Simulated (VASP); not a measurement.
# InAs (Fm-3m) in VASP: settings compared

Aim: see how the results for InAs move with the level of theory and the settings. Levels: BLYP, RPBE, revPBE, PBEsol. Tasks: single point, relaxation of cell and atoms.

Everything below comes from runs of VASP 6.6.1. Logs are shortened: lines on timing, memory, paths and dates and some standing lists are left out, and cuts for length are marked.

### 1 The cell of the first run

Symmetry: Fm-3m, No. 225, cubic system. Conventional cell: a = 5.908 Å, b = 5.908 Å, c = 5.908 Å, α = 90.00°, β = 90.00°, γ = 90.00°. In (site symmetry m-3m) has 6 As at 2.95 Å within 3.9 Å. As (site symmetry m-3m) has 6 In at 2.95 Å within 3.9 Å.

### 2 Single point, BLYP

INCAR

```
PREC = Accurate
ENCUT = 520
EDIFF = 1E-7
ISMEAR = -1
SIGMA = 0.05
LREAL = False
LASPH = True
NELM = 100
ALGO = Normal
ISIF = 2
LWAVE = False
LCHARG = True
GGA = B5
ALDAX = 1.0
AGGAX = 1.0
AGGAC = 1.0
ALDAC = 0.0
LELF = True
LVHAR = True
NBANDS = 16
```

KPOINTS

```
regular mesh
0
Gamma
  8 8 8
```

POSCAR

```
InAs
1.0
    0.0000000000      2.9539625245      2.9539625245
    2.9539625245      0.0000000000      2.9539625245
    2.9539625245      2.9539625245      0.0000000000
In As
1 1
Direct
    0.5000000000      0.5000000000      0.5000000000
    0.0000000000      0.0000000000      0.0000000000
```

Potentials or basis: VASP PAW PBE potentials, release 64 (In_d, As).

Command:

```bash
$ cat potpaw_PBE.64/In_d/POTCAR potpaw_PBE.64/As/POTCAR > POTCAR
$ mpirun -np 1 vasp_std > vasp.out
```

OUTCAR:

```text
PREC = Accurate
   ENCUT = 520
   EDIFF = 1E-7
   ISMEAR = -1
   LREAL = False
   LASPH = True
   NELM = 100
   ISIF = 2
   GGA = B5

 ion  position               nearest neighbor table
   1  0.500  0.500  0.500-   2 2.95   2 2.95   2 2.95   2 2.95   2 2.95   2 2.95
   2  0.000  0.000  0.000-   1 2.95   1 2.95   1 2.95   1 2.95   1 2.95   1 2.95

  LATTYP: Found a face centered cubic cell.
 ALAT       =     5.9079250490

  Lattice vectors:

 A1 = (   0.0000000000,   2.9539625245,   2.9539625245)
 A2 = (   2.9539625245,   0.0000000000,   2.9539625245)
 A3 = (   2.9539625245,   2.9539625245,   0.0000000000)

Analysis of symmetry for initial positions (statically):
=====================================================================
 Subroutine PRICEL returns:
 Original cell was already a primitive cell.

 Routine SETGRP: Setting up the symmetry group for a
 face centered cubic supercell.

 Subroutine GETGRP returns: Found 48 space group operations
 (whereof 48 operations were pure point group operations)
 out of a pool of 48 trial point group operations.

The static configuration has the point symmetry O_h .

Analysis of symmetry for dynamics (positions and initial velocities):
=====================================================================
 Subroutine PRICEL returns:
 Original cell was already a primitive cell.

 Routine SETGRP: Setting up the symmetry group for a
 face centered cubic supercell.

 Subroutine GETGRP returns: Found 48 space group operations
 (whereof 48 operations were pure point group operations)
 out of a pool of 48 trial point group operations.

The dynamic configuration has the point symmetry O_h .

 Subroutine INISYM returns: Found 48 space group operations
 (whereof 48 operations are pure point group operations),
 and found     1 'primitive' translations

----------------------------------------------------------------------------------------

                                     Primitive cell

  volume of cell :      51.5519

  direct lattice vectors                    reciprocal lattice vectors
     0.000000000  2.953962525  2.953962525    -0.169264165  0.169264165  0.169264165
     2.953962525  0.000000000  2.953962525     0.169264165 -0.169264165  0.169264165
     2.953962525  2.953962525  0.000000000     0.169264165  0.169264165 -0.169264165

  length of vectors
     4.177533865  4.177533865  4.177533865     0.293174134  0.293174134  0.293174134

  position of ions in fractional coordinates (direct lattice)
     0.500000000  0.500000000  0.500000000
     0.000000000  0.000000000  0.000000000

  ion indices of the primitive-cell ions
   primitive index   ion index
                 1           1
                 2           2

----------------------------------------------------------------------------------------

 KPOINTS: regular mesh

Automatic generation of k-mesh.
 Grid dimensions read from file:
 generate k-points for:    8    8    8

 Generating k-lattice:

  Cartesian coordinates                     Fractional coordinates (reciprocal lattice)
    -0.021158021  0.021158021  0.021158021     0.125000000  0.000000000  0.000000000
     0.021158021 -0.021158021  0.021158021     0.000000000  0.125000000  0.000000000
     0.021158021  0.021158021 -0.021158021     0.000000000  0.000000000  0.125000000

  Length of vectors
     0.036646767  0.036646767  0.036646767

  Shift w.r.t. Gamma in fractional coordinates (k-lattice)
     0.000000000  0.000000000  0.000000000

 Subroutine IBZKPT returns following result:
 ===========================================

 Found     29 irreducible k-points:

 Following reciprocal coordinates:
            Coordinates               Weight
  0.000000  0.000000  0.000000      1.000000
  0.125000  0.000000  0.000000      8.000000
  0.250000  0.000000  0.000000      8.000000
  0.375000  0.000000  0.000000      8.000000
  0.500000  0.000000  0.000000      4.000000
  0.125000  0.125000  0.000000      6.000000
[... 16 lines left out ...]
  0.500000  0.250000  0.125000     48.000000
 -0.375000  0.250000  0.125000     24.000000
 [... further k-points ...]
   k-points           NKPTS =     29   k-points in BZ     NKDIM =     29   number of bands    NBANDS=     16
   number of dos      NEDOS =    301   number of ions     NIONS =      2
   total plane-waves  NPLWV =  32768
   dimension x,y,z NGX =    32 NGY =   32 NGZ =   32
   dimension x,y,z NGXF=    64 NGYF=   64 NGZF=   64
   ions per type =               1   1
   NGX,Y,Z   is equivalent  to a cutoff of  12.73, 12.73, 12.73 a.u.
   NGXF,Y,Z  is equivalent  to a cutoff of  25.47, 25.47, 25.47 a.u.
 SYSTEM =  unknown system
   PREC   = accura    normal or accurate (medium, high low for compatibility)
   ISTART =      0    job   : 0-new  1-cont  2-samecut
   ICHARG =      2    charge: 1-file 2-atom 10-const
   ISPIN  =      1    spin polarized calculation?
   LNONCOLLINEAR =      F non collinear calculations
   LSORBIT =      F    spin-orbit coupling
   LASPH  =      T    aspherical Exc in radial PAW
   ENCUT  =  520.0 eV  38.22 Ry    6.18 a.u.   7.77  7.77  7.77*2*pi/ulx,y,z
   NELM   =    100;   NELMIN=  2; NELMDL= -5     # of ELM steps
   EDIFF  = 0.1E-06   stopping-criterion for ELM
   LREAL  =      F    real-space projection
   EDIFFG = 0.1E-05   stopping-criterion for IOM
   NSW    =      0    number of steps for IOM
   IBRION =     -1    ionic relax: 0-MD 1-quasi-New 2-CG
   NFREE  =      0    steps in history (QN), initial steepest desc. (CG)
   ISIF   =      2    stress and relaxation
   ISYM   =      2    0-nonsym 1-usesym 2-fastsym
   POTIM  = 0.5000    time-step for ionic-motion
   TEBEG  =    0.0;   TEEND  =   0.0 temperature during run
   PSTRESS=    0.0 pullay stress
   NELECT =      18.0000    total number of electrons
   NUPDOWN=      -1.0000    fix difference up-down
   EMIN   =  10.00;   EMAX   =-10.00  energy-range for DOS
   EFERMI =   0.00;   METHOD = LEGACY
   ISMEAR =    -1;   SIGMA  =   0.05  broadening in eV -4-tet -1-fermi 0-gaus
   EFERMI_NEDOS =   21; number of points for ismear=-14 and -15
   IALGO  =     38    algorithm
   IMIX   =      4    mixing-type and parameters
     AMIX     =   0.40;   BMIX     =  1.00
     AMIX_MAG =   1.60;   BMIX_MAG =  1.00
  volume/ion in A,a.u.               =      25.78       173.94
  Fermi-wavevector in a.u.,A,eV,Ry     =   1.152791  2.178460 18.081160  1.328928
  Thomas-Fermi vector in A             =   2.289440
   LORBIT       =      0    0 simple, 1 ext, 2 COOP (PROOUT), +10 PAW based schemes
   GGA     = B5    functional components
   LHFCALC =     F    Hartree Fock is set to
   AEXX    =    0.0000 exact exchange contribution
   IVDW    =     0    specifies the selected vdW correction
   LEPSILON=     F    determine dielectric tensor
   LRPA    =     F    only Hartree local field effects (RPA)
 non-spin polarized calculation
  energy-cutoff  :      520.00
  volume of cell :       51.55
 maximum number of plane-waves:      1411
   NGX = 15   NGY = 15   NGZ = 15

 number of electron      18.0000009 magnetization

 Free energy of the ion-electron system (eV)
  ---------------------------------------------------
  ext. energy  EPLUGINS =         0.00000000
  ---------------------------------------------------
  free energy    TOTEN  =        -5.92526337 eV

  energy without entropy =       -5.91325711  energy(sigma->0) =       -5.91926024

 E-fermi :   5.5167     XC(G=0):  -9.1053

 val. band max:        5.4793898094   @ k =  -0.2500   0.2500   0.0000
 cond. band min:       5.5747254857   @ k =  -0.3750   0.1250   0.0000
 fundamental gap:      0.0953356763
 Fermi energy:         5.5166921858

 k-point     1 :       0.0000    0.0000    0.0000
  band No.  band energies     occupation
      1      -8.7481      2.00000
      2      -8.7481      2.00000
      3      -8.7281      2.00000
      4      -8.7281      2.00000
      5      -8.7281      2.00000
      6      -6.0879      2.00000
[... 8 lines left out ...]
     15      12.9017      0.00000
     16      12.9017      0.00000

 k-point     2 :       0.1250    0.0000    0.0000
  band No.  band energies     occupation
      1      -8.7523      2.00000
      2      -8.7523      2.00000
      3      -8.7279      2.00000
      4      -8.7231      2.00000
      5      -8.7231      2.00000
      6      -5.9417      2.00000
[... 8 lines left out ...]
     15      13.3365      0.00000
     16      13.3365      0.00000

 k-point     3 :       0.2500    0.0000    0.0000
  band No.  band energies     occupation
      1      -8.7647      2.00000
      2      -8.7647      2.00000
      3      -8.7280      2.00000
      4      -8.7090      2.00000
      5      -8.7090      2.00000
      6      -5.5334      2.00000
[... 8 lines left out ...]
     15      14.3244      0.00000
     16      14.3244      0.00000

 k-point     4 :       0.3750    0.0000    0.0000
  band No.  band energies     occupation
      1      -8.7776      2.00000
      2      -8.7776      2.00000
      3      -8.7287      2.00000
      4      -8.6941      2.00000
      5      -8.6941      2.00000
      6      -4.9972      2.00000
[... 8 lines left out ...]
     15      15.8284      0.00000
     16      15.8284      0.00000

 k-point     5 :       0.5000    0.0000    0.0000
  band No.  band energies     occupation
      1      -8.7831      2.00000
      2      -8.7831      2.00000
      3      -8.7291      2.00000
      4      -8.6879      2.00000
      5      -8.6879      2.00000
      6      -4.7048      2.00000
[... 8 lines left out ...]
     15      17.2246      0.00000
     16      17.2246      0.00000

 k-point     6 :       0.1250    0.1250    0.0000
  band No.  band energies     occupation
      1      -8.7641      2.00000
      2      -8.7444      2.00000
      3      -8.7319      2.00000
      4      -8.7202      2.00000
      5      -8.7202      2.00000
      6      -5.8888      2.00000
[... 8 lines left out ...]
     15      14.2585      0.00000
     16      14.2585      0.00000
[... 267 lines left out ...]
 k-point    21 :       0.5000    0.5000    0.0000
  band No.  band energies     occupation
      1      -8.9383      2.00000
      2      -8.7537      2.00000
      3      -8.7235      2.00000
      4      -8.6697      2.00000
      5      -8.6697      2.00000
      6      -4.0394      2.00000
[... 8 lines left out ...]
     15      18.1113      0.00000
     16      19.6407      0.00000

 k-point    22 :       0.3750    0.2500    0.1250
  band No.  band energies     occupation
      1      -8.8096      2.00000
      2      -8.7517      2.00000
      3      -8.7327      2.00000
      4      -8.7008      2.00000
      5      -8.6986      2.00000
      6      -5.1569      2.00000
[... 8 lines left out ...]
     15      15.8197      0.00000
     16      16.8783      0.00000

 k-point    23 :       0.5000    0.2500    0.1250
  band No.  band energies     occupation
      1      -8.8280      2.00000
      2      -8.7618      2.00000
      3      -8.7254      2.00000
      4      -8.6991      2.00000
      5      -8.6880      2.00000
      6      -4.6535      2.00000
[... 8 lines left out ...]
     15      16.5004      0.00000
     16      17.1990      0.00000

 k-point    24 :      -0.3750    0.2500    0.1250
  band No.  band energies     occupation
      1      -8.8343      2.00000
      2      -8.7670      2.00000
      3      -8.7184      2.00000
      4      -8.7031      2.00000
      5      -8.6829      2.00000
      6      -4.3920      2.00000
[... 8 lines left out ...]
     15      15.1273      0.00000
     16      18.0980      0.00000

 [... further k-points ...]
[... 5 lines left out ...]
  --------------------------------------------------------------------------------------
  -------------------------------------------------------------------------------------
  Total        0.0439988      0.0439988      0.0439988      0.0000000      0.0000000      0.0000000
  in kB        1.3674341      1.3674341      1.3674341      0.0000000      0.0000000      0.0000000
  external PRESSURE =       1.3674341 kB  Pullay stress =       0.0000000 kB

 VOLUME and BASIS-vectors are now :
 -----------------------------------------------------------------------------
  energy-cutoff  :      520.00
  volume of cell :       51.55
      direct lattice vectors                 reciprocal lattice vectors
     0.000000000  2.953962525  2.953962525    -0.169264165  0.169264165  0.169264165
     2.953962525  0.000000000  2.953962525     0.169264165 -0.169264165  0.169264165
     2.953962525  2.953962525  0.000000000     0.169264165  0.169264165 -0.169264165

 POSITION                                       TOTAL-FORCE (eV/Angst)
 -----------------------------------------------------------------------------------
      2.95396      2.95396      2.95396        -0.000000     -0.000000      0.000000
      0.00000      0.00000      0.00000         0.000000      0.000000     -0.000000
 -----------------------------------------------------------------------------------
    total drift:                               -0.000000     -0.000000      0.000000

  FREE ENERGIE OF THE ION-ELECTRON SYSTEM (eV)
  ---------------------------------------------------
  free  energy   TOTEN  =        -5.9252633695 eV

  energy  without entropy=       -5.9132571140  energy(sigma->0) =       -5.91926024
```

Wall time 18 s (1 thread of Intel Xeon 6975P-C (Granite Rapids), shared host); peak memory 0.18 GiB.

Results:

```yaml
Free_energy: -5.9253 eV
Pressure: 0.1 GPa
Band_gap_on_the_k_mesh: zero (band 9 reaches 5.82 eV, above the bottom of band 10 at 3.56 eV)
```

Caveat: the PAW data sets were made with another functional, which shifts forces and pressure a little; spin-orbit coupling is left out, which moves the levels of the heavy elements.

### 3 Relaxation of cell and atoms, RPBE

This run uses another cell than the first one, of 23.82 Å³/atom, 0.924 times its volume.

INCAR

```
SYSTEM = InAs
PREC = Accurate
ENCUT = 600
EDIFF = 1E-7
ISMEAR = -1
SIGMA = 0.05
LREAL = .FALSE.
LASPH = .TRUE.
NELM = 100
ALGO = Normal
ISIF = 3
LWAVE = .FALSE.
LCHARG = .FALSE.
GGA = RP
IBRION = 2
NSW = 60
EDIFFG = -0.01
```

KPOINTS

```
regular mesh
0
G
  8 8 8
  0 0 0
```

POSCAR

```
InAs
1.0
    0.0000000000      2.8773040000      2.8773040000
    2.8773040000      0.0000000000      2.8773040000
    2.8773040000      2.8773040000      0.0000000000
In As
1 1
Direct
    0.5000000000      0.5000000000      0.5000000000
    0.0000000000      0.0000000000      0.0000000000
```

Potentials or basis: VASP PAW PBE potentials, release 64 (In_d, As).

Command:

```bash
$ cat potpaw_PBE.64/In_d/POTCAR potpaw_PBE.64/As/POTCAR > POTCAR
$ mpirun -np 1 vasp_std > vasp.out
```

It took 30 s on 1 thread of Intel Xeon 6975P-C (Granite Rapids), shared host; peak memory 0.22 GiB.

Results (log left out):

- Free energy: -6.5724 eV
- Relaxed volume: 24.54 Å³/atom
- Relaxed cell: a = 4.110 Å, b = 4.110 Å, c = 4.110 Å, α = 60.00°, β = 60.00°, γ = 60.00°
- Space group after relaxing (to 0.05 Å): Fm-3m (No. 225)
- Energy gained by relaxing: 3.9 meV/atom
- Ionic steps: 3
- Pressure after relaxing: 0.0 GPa
- Band gap on the k mesh: zero (band 9 reaches 6.03 eV, above the bottom of band 10 at 3.58 eV)

The path:
```csv
step,energy change (eV),largest force (eV/Å),pressure (GPa),volume (Å³)
1,0.0000,0.0000,1.78,47.64
2,-0.0071,0.0000,-0.45,49.49
3,-0.0077,0.0000,0.01,49.08
```

Final structure:
```
In As
1.0
     0.00000    2.90589    2.90589
     2.90589    0.00000    2.90589
     2.90589    2.90589    0.00000
In As
1 1
Direct
  0.50000 0.50000 0.50000
  0.00000 0.00000 0.00000
```

Levels at points of the mesh, in eV from the Fermi level:
```
           k point  band 5  band 6  band 7  band 8  band 9  band 10  band 11  band 12  band 13
(0.00, 0.00, 0.00)  -14.32  -11.89   -0.78   -0.20   -0.20    -0.20     7.12     7.12     7.12
(0.50, 0.00, 0.00)  -14.27  -10.32   -6.33    0.15    0.15     2.14     3.29     3.29     4.25
(0.50, 0.50, 0.00)  -14.25   -9.52   -4.52   -2.89   -2.14    -2.14     3.92     9.00     9.00
```

Caveat: the PAW data sets were made with another functional, which shifts forces and pressure a little; spin-orbit coupling is left out, which moves the levels of the heavy elements.

(Part 1 of 2 ends here.)
